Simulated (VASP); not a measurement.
# AlN (gw) (R3m) in VASP: single point with PBEsol

Aim: the single point of AlN (gw) with PBEsol.

Program: VASP 6.6.1. These are calculated values, not measurements. Logs are shortened: lines on timing, memory, paths and dates and some standing lists are left out, and cuts for length are marked.

## (1) The cell of the first run

Symmetry: R3m, No. 160, trigonal system. Conventional cell: a = 3.086 Å, b = 3.086 Å, c = 7.733 Å, α = 90.00°, β = 90.00°, γ = 120.00°. Within 2.5 Å of Al (site symmetry 3m) lie 4 N at 1.90 to 1.92 Å. Within 2.5 Å of N (site symmetry 3m) lie 4 Al at 1.90 to 1.92 Å.

## (2) Single point, PBEsol

File INCAR:

```
SYSTEM = AlN
  PREC = Accurate
  ENCUT = 600
  EDIFF = 1E-6
  ISMEAR = 0
  SIGMA = 0.01
  LREAL = .FALSE.
  LASPH = .TRUE.
  NELM = 120
  ALGO = Normal
  ISIF = 2
  LWAVE = .FALSE.
  LCHARG = .FALSE.
  GGA = PS
  NBANDS = 11
  GGA_COMPAT = .FALSE.
```

File KPOINTS:

```
regular mesh
0
G
  6 6 6
  0 0 0
```

File POSCAR:

```
AlN
1.0
    0.0334089885      2.2157592075      2.2157592075
    2.2157592075      0.0334089885      2.2157592075
    2.2157592075      2.2157592075      0.0334089885
Al N
1 1
Direct
    0.0009651336      0.0009651336      0.0009651336
    0.2490348664      0.2490348664      0.2490348664
```

Potentials or basis: VASP PAW PBE potentials, release 64 (Al, N).

Command:

```console
> cat potpaw_PBE.64/Al/POTCAR potpaw_PBE.64/N/POTCAR > POTCAR
> mpirun -np 1 vasp_std > vasp.out
```

OUTCAR:

```text
SYSTEM = AlN
   PREC = Accurate
   ENCUT = 600
   EDIFF = 1E-6
   ISMEAR = 0
   LREAL = .FALSE.
   LASPH = .TRUE.
   NELM = 120
   ISIF = 2
   GGA = PS

 ion  position               nearest neighbor table
   1  0.001  0.001  0.001-   2 1.90   2 1.90   2 1.90   2 1.92
   2  0.249  0.249  0.249-   1 1.90   1 1.90   1 1.90   1 1.92

  LATTYP: Found a trigonal (rhomboedric) cell.
 ALAT       =     3.1337348152
 COS(alpha) =     0.5150193537

  Lattice vectors:

 A1 = (   0.0334089885,   2.2157592075,   2.2157592075)
 A2 = (   2.2157592075,   0.0334089885,   2.2157592075)
 A3 = (   2.2157592075,   2.2157592075,   0.0334089885)

Analysis of symmetry for initial positions (statically):
=====================================================================
 Subroutine PRICEL returns:
 Original cell was already a primitive cell.

 Routine SETGRP: Setting up the symmetry group for a
 trigonal (rhombohedral) supercell.

 Subroutine GETGRP returns: Found  6 space group operations
 (whereof  6 operations were pure point group operations)
 out of a pool of 12 trial point group operations.

The static configuration has the point symmetry C_3v.

Analysis of symmetry for dynamics (positions and initial velocities):
=====================================================================
 Subroutine PRICEL returns:
 Original cell was already a primitive cell.

 Routine SETGRP: Setting up the symmetry group for a
 trigonal (rhombohedral) supercell.

 Subroutine GETGRP returns: Found  6 space group operations
 (whereof  6 operations were pure point group operations)
 out of a pool of 12 trial point group operations.

The dynamic configuration has the point symmetry C_3v.

 Subroutine INISYM returns: Found  6 space group operations
 (whereof  6 operations are pure point group operations),
 and found     1 'primitive' translations

----------------------------------------------------------------------------------------

                                     Primitive cell

  volume of cell :      21.2649

  direct lattice vectors                    reciprocal lattice vectors
     0.033408989  2.215759208  2.215759208    -0.230825128  0.227396468  0.227396468
     2.215759208  0.033408989  2.215759208     0.227396468 -0.230825128  0.227396468
     2.215759208  2.215759208  0.033408989     0.227396468  0.227396468 -0.230825128

  length of vectors
     3.133734815  3.133734815  3.133734815     0.395851673  0.395851673  0.395851673

  position of ions in fractional coordinates (direct lattice)
     0.000965134  0.000965134  0.000965134
     0.249034866  0.249034866  0.249034866

  ion indices of the primitive-cell ions
   primitive index   ion index
                 1           1
                 2           2
[... 85 lines left out ...]
   EMIN   =  10.00;   EMAX   =-10.00  energy-range for DOS
   EFERMI =   0.00;   METHOD = LEGACY
   ISMEAR =     0;   SIGMA  =   0.01  broadening in eV -4-tet -1-fermi 0-gaus
   EFERMI_NEDOS =   21; number of points for ismear=-14 and -15
   IALGO  =     38    algorithm
   IMIX   =      4    mixing-type and parameters
     AMIX     =   0.40;   BMIX     =  1.00
     AMIX_MAG =   1.60;   BMIX_MAG =  1.00
  volume/ion in A,a.u.               =      10.63        71.75
  Fermi-wavevector in a.u.,A,eV,Ry     =   1.181817  2.233311 19.003155  1.396692
  Thomas-Fermi vector in A             =   2.318084
   LORBIT       =      0    0 simple, 1 ext, 2 COOP (PROOUT), +10 PAW based schemes
   GGA     = PS    functional components
   LHFCALC =     F    Hartree Fock is set to
   AEXX    =    0.0000 exact exchange contribution
   IVDW    =     0    specifies the selected vdW correction
   LEPSILON=     F    determine dielectric tensor
   LRPA    =     F    only Hartree local field effects (RPA)
 non-spin polarized calculation
 Gauss-broadening in eV      SIGMA  =   0.01
  energy-cutoff  :      600.00
  volume of cell :       21.26
 maximum number of plane-waves:       725
 NGX is ok and might be reduce to    28
   NGX = 13   NGY = 13   NGZ = 13

 number of electron       8.0000000 magnetization

 Free energy of the ion-electron system (eV)
  ---------------------------------------------------
  ext. energy  EPLUGINS =         0.00000000
  ---------------------------------------------------
  free energy    TOTEN  =       -15.60043821 eV

  energy without entropy =      -15.60043821  energy(sigma->0) =      -15.60043821

 E-fermi :   5.7977     XC(G=0): -11.0403

 val. band max:        5.7560584638   @ k =   0.0000   0.0000   0.0000
 cond. band min:       8.8569072471   @ k =   0.5000   0.5000   0.0000
 fundamental gap:      3.1008487833
 Fermi energy:         5.7977319524

 k-point     1 :       0.0000    0.0000    0.0000
  band No.  band energies     occupation
      1      -9.1514      2.00000
      2       5.5632      2.00000
      3       5.7561      2.00000
      4       5.7561      2.00000
      5       9.6271      0.00000
      6      17.5885      0.00000
      7      18.1548      0.00000
      8      18.1548      0.00000
      9      23.1076      0.00000
     10      23.1076      0.00000
     11      24.3003      0.00000
[... 309 lines left out ...]
 k-point    24 :      -0.3333    0.5000    0.1667
  band No.  band energies     occupation
      1      -6.4573      2.00000
      2       1.3898      2.00000
      3       2.9037      2.00000
      4       3.2088      2.00000
      5      10.7807      0.00000
      6      15.7390      0.00000
      7      18.2224      0.00000
      8      18.5192      0.00000
      9      21.8907      0.00000
     10      25.5498      0.00000
     11      29.7036      0.00000

 [... further k-points ...]

------------------------ aborting loop because EDIFF is reached ----------------------------------------

  FORCE on cell =-STRESS in cart. coord.  units (eV):
  Direction    XX          YY          ZZ          XY          YZ          ZX
  --------------------------------------------------------------------------------------
  -------------------------------------------------------------------------------------
  Total       -0.3812158     -0.3812158     -0.3812158     -0.3647480     -0.3647480     -0.3647480
  in kB      -28.7222311    -28.7222311    -28.7222311    -27.4814839    -27.4814839    -27.4814839
  external PRESSURE =     -28.7222311 kB  Pullay stress =       0.0000000 kB

 VOLUME and BASIS-vectors are now :
 -----------------------------------------------------------------------------
  energy-cutoff  :      600.00
  volume of cell :       21.26
      direct lattice vectors                 reciprocal lattice vectors
     0.033408989  2.215759208  2.215759208    -0.230825128  0.227396468  0.227396468
     2.215759208  0.033408989  2.215759208     0.227396468 -0.230825128  0.227396468
     2.215759208  2.215759208  0.033408989     0.227396468  0.227396468 -0.230825128

 POSITION                                       TOTAL-FORCE (eV/Angst)
 -----------------------------------------------------------------------------------
      0.00431      0.00431      0.00431         0.000932      0.000932      0.000932
      1.11192      1.11192      1.11192        -0.000932     -0.000932     -0.000932
 -----------------------------------------------------------------------------------
    total drift:                               -0.000144     -0.000144     -0.000144

  FREE ENERGIE OF THE ION-ELECTRON SYSTEM (eV)
  ---------------------------------------------------
  free  energy   TOTEN  =       -15.6004382139 eV

  energy  without entropy=      -15.6004382139  energy(sigma->0) =      -15.60043821
```

stdout:

```text
POSCAR found type information on POSCAR AlN
 POSCAR found :  2 types and       2 ions
 scaLAPACK will be used
 -----------------------------------------------------------------------------
|                                                                             |
|                                                                             |
|     You enforced a specific xc type in the INCAR file but a different       |
|     I HOPE YOU KNOW WHAT YOU ARE DOING!                                     |
|                                                                             |
 -----------------------------------------------------------------------------

 LDA part: xc-table for (Slater+PW92), standard interpolation
 POSCAR, INCAR and KPOINTS ok, starting setup
 FFT: planning ... GRIDC
 FFT: planning ... GRID_SOFT
 FFT: planning ... GRID
 WAVECAR not read
 entering main loop
```

Wall time 7.6 s (1 thread of Intel Xeon Platinum 8488C (Sapphire Rapids), shared host); peak memory 0.14 GiB.

What came out:

- Free energy: -15.6004 eV
- Pressure: -2.9 GPa
- Band gap on the k mesh: 3.10 eV, indirect (least direct gap 3.87 eV)

Levels at points of the mesh, in eV from the valence-band top:
| k point | band 1 | band 2 | band 3 | band 4 | band 5 | band 6 | band 7 | band 8 |
| --- | --- | --- | --- | --- | --- | --- | --- | --- |
| (0.00, 0.00, 0.00) | -14.91 | -0.19 | 0.00 | 0.00 | 3.87 | 11.83 | 12.40 | 12.40 |
| (0.50, 0.00, 0.00) | -12.85 | -5.86 | -0.63 | -0.53 | 6.97 | 9.54 | 10.65 | 10.89 |
| (0.50, 0.50, 0.00) | -12.25 | -4.95 | -1.94 | -1.73 | 3.10 | 8.30 | 13.51 | 15.27 |
| (0.50, 0.50, 0.50) | -12.97 | -5.99 | -0.44 | -0.44 | 7.22 | 9.53 | 11.09 | 11.09 |

Caveat: the PAW data sets were made with another functional, which shifts forces and pressure a little.
